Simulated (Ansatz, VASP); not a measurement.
## One calculation of Co, two programs

```xyz
2
Lattice="2.5659 0.0000 0.0000 -1.2829 2.2221 0.0000 0.0000 0.0000 4.1369" Properties=species:S:1:pos:R:3 pbc="T T T"
Co    0.0000    1.4814    1.0342
Co    1.2829    0.7407    3.1027
```

Alike in both runs: task single point; functional BLYP; k mesh 23 × 23 × 13; occupations fermi-dirac, width 0.05 eV; collinear spin.

|  | VASP | Ansatz |
| --- | --- | --- |
| version | VASP 6.6.1 | Ansatz 0.2.0 |
| potentials or method | VASP PAW PBE potentials, release 64 (Co), cutoff 520 eV | plane waves (420 eV) with PAW, scalar-relativistic |
| valence electrons in the cell | 18 | 34 |

|  | VASP | Ansatz | Ansatz less VASP |
| --- | --- | --- | --- |
| pressure (GPa) | -6.7 | -6.6 | +0.16 |
| traceless stress, the component that is largest in VASP (GPa) | 0.12 | 0.17 | +0.047 |
| net moment per atom (μB) | 1.63 | 1.64 | +0.013 |
| size of the moment on the site where the two differ most (μB) | 1.66 | 1.71 | +0.058 |

VASP's potentials were made for PBE, not for BLYP. Site moments also hang on the region over which each program counts them. VASP's potentials hold 18 valence electrons a cell and Ansatz's 34, so a difference there can come from the potentials and not from the codes.
